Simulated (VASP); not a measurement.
# Al (I4/mmm) in VASP: single point with r2SCAN

Aim: the single point of Al with r2SCAN.

Everything below comes from runs of VASP 6.6.1. Logs are shortened: lines on timing, memory, paths and dates and some standing lists are left out, and cuts for length are marked.

**1. The cell of the first run**

Symmetry: I4/mmm, No. 139, tetragonal system. Conventional cell: a = 2.780 Å, b = 2.780 Å, c = 4.170 Å, α = 90.00°, β = 90.00°, γ = 90.00°. Al (site symmetry 4/mmm) has 12 Al at 2.78 to 2.87 Å within 3.7 Å.

**2. Single point, r2SCAN**

File POSCAR:

```
Al
1.0
   -1.3900575627      1.3900575627      2.0850863441
    1.3900575627     -1.3900575627      2.0850863441
    1.3900575627      1.3900575627     -2.0850863441
Al
1
Direct
    0.0000000000      0.0000000000      0.0000000000
```

File INCAR.step1:

```
SYSTEM = Al
PREC = Accurate
ENCUT = 520
ISMEAR = 0
SIGMA = 0.15
LREAL = .False.
LASPH = .True.
NELM = 80
NBANDS = 8
GGA = PE
ALGO = Normal
EDIFF = 1E-4
LWAVE = .True.
LCHARG = .False.
```

File INCAR.step2:

```
SYSTEM = Al
PREC = Accurate
ENCUT = 520
EDIFF = 1E-7
ISMEAR = 0
SIGMA = 0.15
LREAL = .False.
LASPH = .True.
NELM = 80
ALGO = Normal
ISIF = 2
LWAVE = .False.
LCHARG = .True.
METAGGA = R2SCAN
LMIXTAU = .True.
LELF = .True.
LVHAR = .True.
NBANDS = 8
ISTART = 1
```

File KPOINTS:

```
regular mesh
0
Gamma
  24 24 24
  0 0 0
```

Potentials or basis: VASP PAW PBE potentials, release 64 (Al).

Run with:

```sh
$ cat potpaw_PBE.64/Al/POTCAR > POTCAR
$ cp INCAR.step1 INCAR
$ mpirun -np 1 vasp_std > vasp.out
$ cp INCAR.step2 INCAR
$ mpirun -np 1 vasp_std > vasp.out
```

OUTCAR:

```text
SYSTEM = Al
   PREC = Accurate
   ENCUT = 520
   EDIFF = 1E-7
   ISMEAR = 0
   LREAL = .False.
   LASPH = .True.
   NELM = 80
   ISIF = 2
   METAGGA = R2SCAN
   ISTART = 1

 ion  position               nearest neighbor table
   1  0.000  0.000  0.000-

  LATTYP: Found a body centered tetragonal cell.
 ALAT       =     2.7801151254
 C/A-ratio  =     1.5000000000

  Lattice vectors:

 A1 = (  -1.3900575627,   1.3900575627,   2.0850863441)
 A2 = (   1.3900575627,  -1.3900575627,   2.0850863441)
 A3 = (   1.3900575627,   1.3900575627,  -2.0850863441)

Analysis of symmetry for initial positions (statically):
=====================================================================
 Subroutine PRICEL returns:
 Original cell was already a primitive cell.

 Routine SETGRP: Setting up the symmetry group for a
 body centered tetragonal supercell.

 Subroutine GETGRP returns: Found 16 space group operations
 (whereof 16 operations were pure point group operations)
 out of a pool of 16 trial point group operations.

The static configuration has the point symmetry D_4h.

Analysis of symmetry for dynamics (positions and initial velocities):
=====================================================================
 Subroutine PRICEL returns:
 Original cell was already a primitive cell.

 Routine SETGRP: Setting up the symmetry group for a
 body centered tetragonal supercell.

 Subroutine GETGRP returns: Found 16 space group operations
 (whereof 16 operations were pure point group operations)
 out of a pool of 16 trial point group operations.

The dynamic configuration has the point symmetry D_4h.

 Subroutine INISYM returns: Found 16 space group operations
 (whereof 16 operations are pure point group operations),
 and found     1 'primitive' translations

----------------------------------------------------------------------------------------

                                     Primitive cell

  volume of cell :      16.1157

  direct lattice vectors                    reciprocal lattice vectors
    -1.390057563  1.390057563  2.085086344     0.000000000  0.359697334  0.239798223
     1.390057563 -1.390057563  2.085086344     0.359697334  0.000000000  0.239798223
     1.390057563  1.390057563 -2.085086344     0.359697334  0.359697334  0.000000000

  length of vectors
     2.865677078  2.865677078  2.865677078     0.432302394  0.432302394  0.508688849

  position of ions in fractional coordinates (direct lattice)
     0.000000000  0.000000000  0.000000000

  ion indices of the primitive-cell ions
[... 77 lines left out ...]
   NSW    =      0    number of steps for IOM
   IBRION =     -1    ionic relax: 0-MD 1-quasi-New 2-CG
   NFREE  =      0    steps in history (QN), initial steepest desc. (CG)
   ISIF   =      2    stress and relaxation
   ISYM   =      2    0-nonsym 1-usesym 2-fastsym
   POTIM  = 0.5000    time-step for ionic-motion
   TEBEG  =    0.0;   TEEND  =   0.0 temperature during run
   PSTRESS=    0.0 pullay stress
   NELECT =       3.0000    total number of electrons
   NUPDOWN=      -1.0000    fix difference up-down
   EMIN   =  10.00;   EMAX   =-10.00  energy-range for DOS
   EFERMI =   0.00;   METHOD = LEGACY
   ISMEAR =     0;   SIGMA  =   0.15  broadening in eV -4-tet -1-fermi 0-gaus
   EFERMI_NEDOS =   21; number of points for ismear=-14 and -15
   IALGO  =     38    algorithm
   IMIX   =      4    mixing-type and parameters
     AMIX     =   0.40;   BMIX     =  1.00
     AMIX_MAG =   1.60;   BMIX_MAG =  1.00
  volume/ion in A,a.u.               =      16.12       108.75
  Fermi-wavevector in a.u.,A,eV,Ry     =   0.934757  1.766435 11.888371  0.873771
  Thomas-Fermi vector in A             =   2.061595
   LORBIT       =      0    0 simple, 1 ext, 2 COOP (PROOUT), +10 PAW based schemes
   METAGGA = R2SCAN    functional components
   LHFCALC =     F    Hartree Fock is set to
   AEXX    =    0.0000 exact exchange contribution
   IVDW    =     0    specifies the selected vdW correction
   LEPSILON=     F    determine dielectric tensor
   LRPA    =     F    only Hartree local field effects (RPA)
 non-spin polarized calculation
 Gauss-broadening in eV      SIGMA  =   0.15
  energy-cutoff  :      520.00
  volume of cell :       16.12
 maximum number of plane-waves:       446
 NGX is ok and might be reduce to    24
   NGX = 11   NGY = 11   NGZ = 11

 number of electron       3.0000000 magnetization

 Free energy of the ion-electron system (eV)
  ---------------------------------------------------
  ext. energy  EPLUGINS =         0.00000000
  ---------------------------------------------------
  free energy    TOTEN  =        -6.73104119 eV

  energy without entropy =       -6.72695763  energy(sigma->0) =       -6.72899941

 E-fermi :   8.2698     XC(G=0): -10.9954

 val. band max:        8.2652115727   @ k =  -0.3750   0.4167   0.1667
 cond. band min:       8.2702142774   @ k =  -0.4167  -0.4583   0.2917
 fundamental gap:      0.0050027048
 Fermi energy:         8.2697775894

 k-point     1 :       0.0000    0.0000    0.0000
  band No.  band energies     occupation
      1      -3.7432      2.00000
      2      21.2977      0.00000
      3      22.0045      0.00000
      4      22.0045      0.00000
      5      23.7689      0.00000
      6      23.7689      0.00000
      7      23.9745      0.00000
      8      25.8582      0.00000
[... 243 lines left out ...]
 k-point    24 :       0.4583    0.0417    0.0000
  band No.  band energies     occupation
      1       2.6559      2.00000
      2       4.3627      2.00000
      3      19.1443      0.00000
      4      19.5709      0.00000
      5      20.9444      0.00000
      6      21.8326      0.00000
      7      24.9412      0.00000
      8      26.1287      0.00000

 [... further k-points ...]

------------------------ aborting loop because EDIFF is reached ----------------------------------------

  FORCE on cell =-STRESS in cart. coord.  units (eV):
  Direction    XX          YY          ZZ          XY          YZ          ZX
  --------------------------------------------------------------------------------------
  -------------------------------------------------------------------------------------
  Total        0.0312353      0.0312353     -0.4009520      0.0000000      0.0000000      0.0000000
  in kB        3.1053174      3.1053174    -39.8614722      0.0000000      0.0000000      0.0000000
  external PRESSURE =     -11.2169458 kB  Pullay stress =       0.0000000 kB

 VOLUME and BASIS-vectors are now :
 -----------------------------------------------------------------------------
  energy-cutoff  :      520.00
  volume of cell :       16.12
      direct lattice vectors                 reciprocal lattice vectors
    -1.390057563  1.390057563  2.085086344     0.000000000  0.359697334  0.239798223
     1.390057563 -1.390057563  2.085086344     0.359697334  0.000000000  0.239798223
     1.390057563  1.390057563 -2.085086344     0.359697334  0.359697334  0.000000000

 POSITION                                       TOTAL-FORCE (eV/Angst)
 -----------------------------------------------------------------------------------
      0.00000      0.00000      0.00000         0.000000     -0.000000     -0.000000
 -----------------------------------------------------------------------------------
    total drift:                                0.000000     -0.000000      0.000000

  FREE ENERGIE OF THE ION-ELECTRON SYSTEM (eV)
  ---------------------------------------------------
  free  energy   TOTEN  =        -6.7310411912 eV

  energy  without entropy=       -6.7269576264  energy(sigma->0) =       -6.72899941
```

OSZICAR.step1:

```text
N       E                     dE             d eps       ncg     rms          rms(c)
DAV:   1    -0.233322633041E+01   -0.23332E+01   -0.85985E+02 17024   0.204E+02
DAV:   2    -0.375514403613E+01   -0.14219E+01   -0.13736E+01 23760   0.188E+01
DAV:   3    -0.376203696730E+01   -0.68929E-02   -0.68861E-02 22336   0.147E+00
DAV:   4    -0.376205399292E+01   -0.17026E-04   -0.17025E-04 26264   0.633E-02
DAV:   5    -0.376205403375E+01   -0.40833E-07   -0.41586E-07 22424   0.167E-03    0.134E+00
DAV:   6    -0.374891534572E+01    0.13139E-01   -0.15563E-03 22472   0.187E-01    0.780E-01
DAV:   7    -0.373934856272E+01    0.95668E-02   -0.46751E-03 21896   0.304E-01    0.151E-01
DAV:   8    -0.373934439543E+01    0.41673E-05   -0.13394E-05 22720   0.263E-02
   1 F= -.37393444E+01 E0= -.37370487E+01  d E =-.459140E-02
```

It took 2.4 min on 1 thread of Intel Xeon 6975P-C (Granite Rapids), shared host; peak memory 0.23 GiB.

What came out:

| Item | Value |
| --- | --- |
| Free energy | -6.7310 eV |
| Pressure | -1.1 GPa |
| Band gap on the k mesh | zero (an odd number of electrons rules out a gap without spin polarisation) |

Stress tensor (GPa, compression positive):
```
 0.31  0.00  0.00
 0.00  0.31  0.00
 0.00  0.00 -3.99
```

Caveat: the PAW data sets were made with another functional, which shifts forces and pressure a little.
